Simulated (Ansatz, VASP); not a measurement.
# Ag3B: VASP beside Ansatz

Contents of INCAR:

```
SYSTEM = Ag3B
PREC = Accurate
ENCUT = 600
EDIFF = 1E-6
ISMEAR = -1
SIGMA = 0.15
LREAL = .FALSE.
LASPH = .TRUE.
NELM = 80
ALGO = Fast
ISIF = 3
LWAVE = .FALSE.
LCHARG = .FALSE.
GGA = PE
IBRION = 2
NSW = 80
EDIFFG = -0.001
```

File KPOINTS:

```
Automatic mesh
0
G
  18 18 6
  0 0 0
```

The input POSCAR:

```
Ag3B
1.0
    3.0071055186      0.0000000000      0.0000000000
   -1.5035527593      2.6042297710      0.0000000000
    0.0000000000      0.0000000000      7.8006282902
Ag B
3 1
Direct
    0.6666666667      0.3333333333      0.5000000000
    0.3333333333      0.6666666667      0.1928552066
    0.3333333333      0.6666666667      0.8071447934
    0.6666666667      0.3333333333      0.0000000000
```

Input for Ansatz:

```yaml
crystal:
  lattice:
    - [3.0071055186, 0.0, 0.0]
    - [-1.5035527593, 2.604229771, 0.0]
    - [0.0, 0.0, 7.8006282902]
  atoms:
    - { symbol: Ag, position: [0.6666666667, 0.3333333333, 0.5] }
    - { symbol: Ag, position: [0.3333333333, 0.6666666667, 0.1928552066] }
    - { symbol: Ag, position: [0.3333333333, 0.6666666667, 0.8071447934] }
    - { symbol: B, position: [0.6666666667, 0.3333333333, 0.0] }
basis:
  ecutwfc: 420
kpoints:
  mp_grid: { grid: [18, 18, 6] }
hamiltonian:
  xc: pbe
scf:
  occupations: { method: fermi_dirac, width: 0.15 }
output:
  forces: true
  stress: true
  eigenvalues: true
relax:
  adjacent_minimum: "off"
  f_tol: 0.001
  max_steps: 60
  cell: { stress_tol: 0.01 }
```

Alike in both runs: task relaxation of cell and atoms; functional PBE; k mesh 18 × 18 × 6; occupations fermi-dirac, width 0.15 eV; no spin polarisation.

|  | VASP | Ansatz |
| --- | --- | --- |
| version | VASP 6.6.1 | Ansatz 0.2.0 |
| potentials or method | VASP PAW PBE potentials, release 64 (Ag, B), cutoff 600 eV | scalar-relativistic, plane waves, PAW |
| valence electrons in the cell | 36 | 60 |

```csv
,VASP,Ansatz,Ansatz less VASP
"gap on the k mesh at the Fermi level, each at its own relaxed structure (eV)",none,none,-
relaxed volume (Å³/atom),15.27,15.29,+0.023
relaxed cell length with the largest relative difference (Å),3.003,3.006,+0.0032
```

A gap of «none» marks a metal or a gap that the smearing closes. VASP's potentials hold 36 valence electrons a cell and Ansatz's 60, so a difference there can come from the potentials and not from the codes.
